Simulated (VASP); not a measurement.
# Cu (I4/mmm) in VASP: notebook

Runs on Cu. Level: LDA. Tasks: single point.

Everything below comes from runs of VASP 6.6.1. Logs are shortened: lines on timing, memory, paths and dates and some standing lists are left out, and cuts for length are marked.

## 1. The cell of the first run

Symmetry: I4/mmm, No. 139, tetragonal system. Conventional cell: a = 2.855 Å, b = 2.855 Å, c = 2.682 Å, α = 90.00°, β = 90.00°, γ = 90.00°. Cu (site symmetry 4/mmm) has 14 Cu at 2.42 to 2.85 Å within 3.2 Å.

## 2. Single point, LDA

Input file INCAR:

```
SYSTEM = Cu
PREC = Accurate
ENCUT = 520
EDIFF = 1E-6
ISMEAR = 0
SIGMA = 0.1
LREAL = .FALSE.
LASPH = .TRUE.
NELM = 60
ALGO = Normal
ISIF = 2
LWAVE = .FALSE.
LCHARG = .FALSE.
NBANDS = 12
```

Input file KPOINTS:

```
Automatic mesh
0
G
  20 20 20
  0 0 0
```

Input file POSCAR:

```
Cu
1.0
   -1.4273957576      1.4273957576      1.3410790181
    1.4273957576     -1.4273957576      1.3410790181
    1.4273957576      1.4273957576     -1.3410790181
Cu
1
Direct
    0.0000000000      0.0000000000      0.0000000000
```

Potentials or basis: VASP PAW LDA potentials, release 64 (Cu).

Launch:

```sh
cat potpaw_LDA.64/Cu/POTCAR > POTCAR
mpirun -np 1 vasp_std > vasp.out
```

OUTCAR:

```text
SYSTEM = Cu
   PREC = Accurate
   ENCUT = 520
   EDIFF = 1E-6
   ISMEAR = 0
   LREAL = .FALSE.
   LASPH = .TRUE.
   NELM = 60
   ISIF = 2

 ion  position               nearest neighbor table
   1  0.000  0.000  0.000-

  LATTYP: Found a body centered tetragonal cell.
 ALAT       =     2.8547915152
 C/A-ratio  =     0.9395285162

  Lattice vectors:

 A1 = (  -1.4273957576,   1.4273957576,   1.3410790181)
 A2 = (   1.4273957576,  -1.4273957576,   1.3410790181)
 A3 = (   1.4273957576,   1.4273957576,  -1.3410790181)

Analysis of symmetry for initial positions (statically):
=====================================================================
 Subroutine PRICEL returns:
 Original cell was already a primitive cell.

 Routine SETGRP: Setting up the symmetry group for a
 body centered tetragonal supercell.

 Subroutine GETGRP returns: Found 16 space group operations
 (whereof 16 operations were pure point group operations)
 out of a pool of 16 trial point group operations.

The static configuration has the point symmetry D_4h.

Analysis of symmetry for dynamics (positions and initial velocities):
=====================================================================
 Subroutine PRICEL returns:
 Original cell was already a primitive cell.

 Routine SETGRP: Setting up the symmetry group for a
 body centered tetragonal supercell.

 Subroutine GETGRP returns: Found 16 space group operations
 (whereof 16 operations were pure point group operations)
 out of a pool of 16 trial point group operations.

The dynamic configuration has the point symmetry D_4h.

 Subroutine INISYM returns: Found 16 space group operations
 (whereof 16 operations are pure point group operations),
 and found     1 'primitive' translations

----------------------------------------------------------------------------------------

                                     Primitive cell

  volume of cell :      10.9296

  direct lattice vectors                    reciprocal lattice vectors
    -1.427395758  1.427395758  1.341079018     0.000000000  0.350288277  0.372834108
     1.427395758 -1.427395758  1.341079018     0.350288277  0.000000000  0.372834108
     1.427395758  1.427395758 -1.341079018     0.350288277  0.350288277  0.000000000

  length of vectors
     2.423511962  2.423511962  2.423511962     0.511573210  0.511573210  0.495382432

  position of ions in fractional coordinates (direct lattice)
     0.000000000  0.000000000  0.000000000

  ion indices of the primitive-cell ions
   primitive index   ion index
                 1           1

----------------------------------------------------------------------------------------

 KPOINTS: Automatic mesh

Automatic generation of k-mesh.
 Grid dimensions read from file:
 generate k-points for:   20   20   20

 Generating k-lattice:

  Cartesian coordinates                     Fractional coordinates (reciprocal lattice)
     0.000000000  0.017514414  0.018641705     0.050000000 -0.000000000  0.000000000
     0.017514414  0.000000000  0.018641705    -0.000000000  0.050000000  0.000000000
     0.017514414  0.017514414  0.000000000     0.000000000  0.000000000  0.050000000

  Length of vectors
     0.025578660  0.025578660  0.024769122

  Shift w.r.t. Gamma in fractional coordinates (k-lattice)
     0.000000000  0.000000000  0.000000000

 Subroutine IBZKPT returns following result:
 ===========================================

 Found    641 irreducible k-points:

 Following reciprocal coordinates:
            Coordinates               Weight
  0.000000  0.000000  0.000000      1.000000
  0.050000  0.000000  0.000000      8.000000
  0.100000  0.000000 -0.000000      8.000000
  0.150000 -0.000000  0.000000      8.000000
  0.200000  0.000000 -0.000000      8.000000
  0.250000  0.000000 -0.000000      8.000000
[... 16 lines left out ...]
 -0.400000  0.050000 -0.000000     16.000000
 -0.350000  0.050000 -0.000000     16.000000
 [... further k-points ...]
   k-points           NKPTS =    641   k-points in BZ     NKDIM =    641   number of bands    NBANDS=     12
   number of dos      NEDOS =    301   number of ions     NIONS =      1
   total plane-waves  NPLWV =   5832
   dimension x,y,z NGX =    18 NGY =   18 NGZ =   18
   dimension x,y,z NGXF=    36 NGYF=   36 NGZF=   36
   ions per type =               1
   NGX,Y,Z   is equivalent  to a cutoff of  12.35, 12.35, 12.35 a.u.
   NGXF,Y,Z  is equivalent  to a cutoff of  24.69, 24.69, 24.69 a.u.
 SYSTEM =  Cu
   PREC   = accura    normal or accurate (medium, high low for compatibility)
   ISTART =      0    job   : 0-new  1-cont  2-samecut
   ICHARG =      2    charge: 1-file 2-atom 10-const
   ISPIN  =      1    spin polarized calculation?
   LNONCOLLINEAR =      F non collinear calculations
   LSORBIT =      F    spin-orbit coupling
   LASPH  =      T    aspherical Exc in radial PAW
   ENCUT  =  520.0 eV  38.22 Ry    6.18 a.u.   4.51  4.51  4.51*2*pi/ulx,y,z
   NELM   =     60;   NELMIN=  2; NELMDL= -5     # of ELM steps
   EDIFF  = 0.1E-05   stopping-criterion for ELM
   LREAL  =      F    real-space projection
   EDIFFG = 0.1E-04   stopping-criterion for IOM
   NSW    =      0    number of steps for IOM
   IBRION =     -1    ionic relax: 0-MD 1-quasi-New 2-CG
   NFREE  =      0    steps in history (QN), initial steepest desc. (CG)
   ISIF   =      2    stress and relaxation
   ISYM   =      2    0-nonsym 1-usesym 2-fastsym
   POTIM  = 0.5000    time-step for ionic-motion
   TEBEG  =    0.0;   TEEND  =   0.0 temperature during run
   PSTRESS=    0.0 pullay stress
   NELECT =      11.0000    total number of electrons
   NUPDOWN=      -1.0000    fix difference up-down
   EMIN   =  10.00;   EMAX   =-10.00  energy-range for DOS
   EFERMI =   0.00;   METHOD = LEGACY
   ISMEAR =     0;   SIGMA  =   0.10  broadening in eV -4-tet -1-fermi 0-gaus
   EFERMI_NEDOS =   21; number of points for ismear=-14 and -15
   IALGO  =     38    algorithm
   IMIX   =      4    mixing-type and parameters
     AMIX     =   0.40;   BMIX     =  1.00
     AMIX_MAG =   1.60;   BMIX_MAG =  1.00
  volume/ion in A,a.u.               =      10.93        73.76
  Fermi-wavevector in a.u.,A,eV,Ry     =   1.640607  3.100298 36.621342  2.691593
  Thomas-Fermi vector in A             =   2.731217
   LORBIT       =      0    0 simple, 1 ext, 2 COOP (PROOUT), +10 PAW based schemes
   GGA     = CA    functional components
   LHFCALC =     F    Hartree Fock is set to
   AEXX    =    0.0000 exact exchange contribution
   IVDW    =     0    specifies the selected vdW correction
   LEPSILON=     F    determine dielectric tensor
   LRPA    =     F    only Hartree local field effects (RPA)
 non-spin polarized calculation
 Gauss-broadening in eV      SIGMA  =   0.10
  energy-cutoff  :      520.00
  volume of cell :       10.93
 maximum number of plane-waves:       313
 NGX is ok and might be reduce to    18
   NGX =  9   NGY =  9   NGZ =  9

 number of electron      11.0000002 magnetization

 Free energy of the ion-electron system (eV)
  ---------------------------------------------------
  ext. energy  EPLUGINS =         0.00000000
  ---------------------------------------------------
  free energy    TOTEN  =        -4.66720755 eV

  energy without entropy =       -4.66508375  energy(sigma->0) =       -4.66614565

 E-fermi :   8.3618     XC(G=0): -13.5631

 val. band max:        8.3586118765   @ k =   0.5000   0.3000   0.0500
 cond. band min:       8.3619735045   @ k =   0.5000   0.2500   0.1000
 fundamental gap:      0.0033616280
 Fermi energy:         8.3618333776

 k-point     1 :       0.0000    0.0000    0.0000
  band No.  band energies     occupation
      1      -1.5971      2.00000
      2       4.7636      2.00000
      3       5.0470      2.00000
      4       5.0470      2.00000
      5       5.9244      2.00000
      6       6.2270      2.00000
      7      33.5443      0.00000
      8      33.5443      0.00000
      9      35.2886      0.00000
     10      37.9448      0.00000
     11      38.1055      0.00000
     12      38.1639      0.00000

 k-point     2 :       0.0500    0.0000    0.0000
  band No.  band energies     occupation
      1      -1.4926      2.00000
      2       4.7738      2.00000
      3       5.0436      2.00000
      4       5.0566      2.00000
      5       5.9263      2.00000
      6       6.2099      2.00000
      7      33.0222      0.00000
      8      33.2782      0.00000
      9      34.4311      0.00000
     10      36.6989      0.00000
     11      37.0628      0.00000
     12      37.5294      0.00000

 k-point     3 :       0.1000    0.0000   -0.0000
  band No.  band energies     occupation
      1      -1.1824      2.00000
      2       4.7663      2.00000
      3       5.0291      2.00000
      4       5.1234      2.00000
      5       5.9328      2.00000
      6       6.1680      2.00000
      7      31.2323      0.00000
      8      32.6507      0.00000
      9      32.8275      0.00000
     10      35.0291      0.00000
     11      36.0949      0.00000
     12      37.2855      0.00000

 k-point     4 :       0.1500   -0.0000    0.0000
  band No.  band energies     occupation
      1      -0.6772      2.00000
      2       4.6981      2.00000
      3       4.9949      2.00000
      4       5.2899      2.00000
      5       5.9463      2.00000
      6       6.1243      2.00000
      7      28.5937      0.00000
      8      31.4326      0.00000
      9      31.8533      0.00000
     10      33.4900      0.00000
     11      35.2646      0.00000
     12      37.6890      0.00000

 k-point     5 :       0.2000    0.0000   -0.0000
  band No.  band energies     occupation
      1       0.0004      2.00000
      2       4.5865      2.00000
      3       4.9446      2.00000
      4       5.5359      2.00000
      5       5.9691      2.00000
      6       6.1031      2.00000
      7      25.8090      0.00000
      8      30.1285      0.00000
      9      30.8636      0.00000
     10      32.2974      0.00000
     11      34.6282      0.00000
     12      38.4420      0.00000
[... 228 lines left out ...]
      1       2.8725      2.00000
      2       4.0483      2.00000
      3       6.0435      2.00000
      4       6.2316      2.00000
      5       6.6990      2.00000
      6       7.9913      2.00000
      7      13.6153      0.00000
      8      25.0502      0.00000
      9      26.1092      0.00000
     10      30.8826      0.00000
     11      34.1611      0.00000
     12      43.0818      0.00000

 k-point    22 :      -0.4500    0.0500   -0.0000
  band No.  band energies     occupation
      1       2.7989      2.00000
      2       4.0894      2.00000
      3       6.0463      2.00000
      4       6.0799      2.00000
      5       6.4986      2.00000
      6       7.3111      2.00000
      7      14.9816      0.00000
      8      25.2283      0.00000
      9      26.4362      0.00000
     10      31.0012      0.00000
     11      34.2563      0.00000
     12      43.4787      0.00000

 k-point    23 :      -0.4000    0.0500   -0.0000
  band No.  band energies     occupation
      1       2.5633      2.00000
      2       4.1663      2.00000
      3       5.5665      2.00000
      4       6.0645      2.00000
      5       6.2799      2.00000
      6       6.7796      2.00000
      7      16.9965      0.00000
      8      25.6408      0.00000
      9      27.0395      0.00000
     10      31.2203      0.00000
     11      34.4157      0.00000
     12      43.5083      0.00000

 k-point    24 :      -0.3500    0.0500   -0.0000
  band No.  band energies     occupation
      1       2.0364      2.00000
      2       4.2717      2.00000
      3       5.0787      2.00000
      4       6.0386      2.00000
      5       6.1728      2.00000
      6       6.4165      2.00000
      7      19.3360      0.00000
      8      26.2581      0.00000
      9      27.8982      0.00000
     10      31.5417      0.00000
     11      34.6714      0.00000
     12      41.8334      0.00000

 [... further k-points ...]
[... 5 lines left out ...]
  --------------------------------------------------------------------------------------
  -------------------------------------------------------------------------------------
  Total        0.0637016      0.0637016      0.0619333      0.0000000     -0.0000000      0.0000000
  in kB        9.3380862      9.3380862      9.0788629      0.0000000     -0.0000000      0.0000000
  external PRESSURE =       9.2516785 kB  Pullay stress =       0.0000000 kB

 VOLUME and BASIS-vectors are now :
 -----------------------------------------------------------------------------
  energy-cutoff  :      520.00
  volume of cell :       10.93
      direct lattice vectors                 reciprocal lattice vectors
    -1.427395758  1.427395758  1.341079018     0.000000000  0.350288277  0.372834108
     1.427395758 -1.427395758  1.341079018     0.350288277  0.000000000  0.372834108
     1.427395758  1.427395758 -1.341079018     0.350288277  0.350288277  0.000000000

 POSITION                                       TOTAL-FORCE (eV/Angst)
 -----------------------------------------------------------------------------------
      0.00000      0.00000      0.00000        -0.000000      0.000000     -0.000000
 -----------------------------------------------------------------------------------
    total drift:                                0.000000      0.000000      0.000000

  FREE ENERGIE OF THE ION-ELECTRON SYSTEM (eV)
  ---------------------------------------------------
  free  energy   TOTEN  =        -4.6672075544 eV

  energy  without entropy=       -4.6650837485  energy(sigma->0) =       -4.66614565
```

Run time: 49 s. Hardware: 1 thread of Intel Xeon Platinum 8259CL at 2.50GHz (Skylake/Cascade Lake), shared host; peak memory 0.18 GiB.

What came out:

```yaml
Free_energy: -4.6672 eV
Pressure: 0.9 GPa
```

## 3. Single point, LDA

Input file INCAR:

```
SYSTEM = Cu
PREC = Accurate
ENCUT = 520
EDIFF = 1E-7
ISMEAR = 0
SIGMA = 0.15
LREAL = .False.
LASPH = .True.
NELM = 60
ALGO = Fast
ISIF = 2
LWAVE = .False.
LCHARG = .False.
GGA = CA
NBANDS = 12
```

Input file KPOINTS:

```
regular mesh
0
Gamma
  22 22 22
  0 0 0
```

POSCAR is that of step 2.

Potentials or basis: VASP PAW LDA potentials, release 64 (Cu).

Launch:

```sh
cat potpaw_LDA.64/Cu/POTCAR > POTCAR
mpirun -np 1 vasp_std > vasp.out
```

Run time: 97 s. Hardware: 1 thread of Intel Xeon Platinum 8259CL at 2.50GHz (Skylake/Cascade Lake), shared host; peak memory 0.2 GiB.

Results (log left out):

```yaml
Free_energy: -4.6690 eV
Pressure: 0.9 GPa
```

Stress tensor (GPa, compression positive):
```
0.88 0.00 0.00
0.00 0.88 0.00
0.00 0.00 1.02
```

Levels at points of the mesh, in eV from the Fermi level:
```csv
k point,band 2,band 3,band 4,band 5,band 6,band 7,band 8,band 9,band 10,band 11
"(0.00, 0.00, 0.00)",-3.60,-3.32,-3.32,-2.44,-2.14,25.18,25.18,26.92,29.58,29.74
"(0.50, 0.00, 0.00)",-4.33,-2.30,-2.02,-1.44,-0.60,5.01,17.62,17.78,21.87,25.16
"(0.50, 0.50, 0.00)",-3.99,-2.52,-2.22,-1.48,-1.10,4.28,19.30,19.73,23.44,26.61
"(0.50, 0.50, 0.50)",-5.10,-1.66,-1.66,-1.59,7.67,7.67,10.19,13.66,14.44,17.76
```

## 4. Single point, LDA

Input file INCAR:

```
PREC = Accurate
ENCUT = 520
EDIFF = 1E-6
ISMEAR = 0
SIGMA = 0.15
LREAL = F
LASPH = T
NELM = 80
ALGO = Normal
ISIF = 2
LWAVE = F
LCHARG = F
GGA = CA
NBANDS = 12
```

Input file KPOINTS:

```
Automatic mesh
0
Gamma
  24 24 24
```

POSCAR is that of step 3.

Launch:

```sh
cat potpaw_LDA.64/Cu/POTCAR > POTCAR
mpirun -np 1 vasp_std > vasp.out
```

Wall time 88 s (1 thread of Intel Xeon Platinum 8259CL at 2.50GHz (Skylake/Cascade Lake), shared host); peak memory 0.23 GiB.

The run converged. Its results:

```
Free energy : -4.6692 eV
Pressure    : 0.9 GPa
```

Stress tensor (GPa, compression positive):
```
0.89 0.00 0.00
0.00 0.89 0.00
0.00 0.00 0.97
```

Levels at points of the mesh, in eV from the Fermi level:
```csv
k point,band 3,band 4,band 5,band 6,band 7,band 8,band 9,band 10
"(0.00, 0.00, 0.00)",-3.31,-3.31,-2.44,-2.13,25.18,25.18,26.93,29.58
"(0.50, 0.00, 0.00)",-2.30,-2.01,-1.44,-0.60,5.01,17.62,17.78,21.87
"(0.50, 0.50, 0.00)",-2.52,-2.22,-1.47,-1.10,4.29,19.31,19.73,23.45
"(0.50, 0.50, 0.50)",-1.66,-1.66,-1.59,7.68,7.68,10.19,13.67,14.44
```

## 5. Summary

```tsv
k mesh	smearing	gap on the mesh (eV)	pressure (GPa)
20 × 20 × 20	gaussian 0.1 eV	none	0.9
22 × 22 × 22	gaussian 0.15 eV	none	0.9
24 × 24 × 24	gaussian 0.15 eV	none	0.9
```

Alike in all rows: task single point; level LDA; potentials or basis VASP PAW LDA potentials, release 64 (Cu); no spin polarisation; cell as given; cutoff (eV) 520.

Every run on the cell as given and a fine mesh finds a metal.

Total energies depend on the potentials used, so only differences within one code and one set of settings carry meaning.
